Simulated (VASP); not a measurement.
The system is Li2ClF.

```xyz
4
Lattice="3.3431 0.0000 0.0000 0.0000 3.3431 0.0000 0.0000 0.0000 4.6013" Properties=species:S:1:pos:R:3 pbc="T T T"
F     0.0000    0.0000    0.0000
Li    0.0000    0.0000    2.3006
Li    1.6716    1.6716    0.0000
Cl    1.6716    1.6716    2.3006
```

Base run:

* Program: VASP 6.6.1
* Functional: r2SCAN
* Potentials or basis: VASP PAW PBE potentials, release 64 (F, Li_sv, Cl)
* Cutoff: 520 eV
* k mesh: 6 × 6 × 4
* Occupations: gaussian, width 0.01 eV
* Spin: no spin polarisation

Its results: band gap on the k mesh 7.30 eV.

Task: The run is repeated on the same cell with these changes: functional from r2SCAN to HSE06; k mesh from 6 × 6 × 4 to 4 × 4 × 4. What comes out?

Result: Band gap on the k mesh 8.05 eV.

Several settings changed at once.

Caveats: some runs use coarse meshes.

A k mesh can miss the band edges.
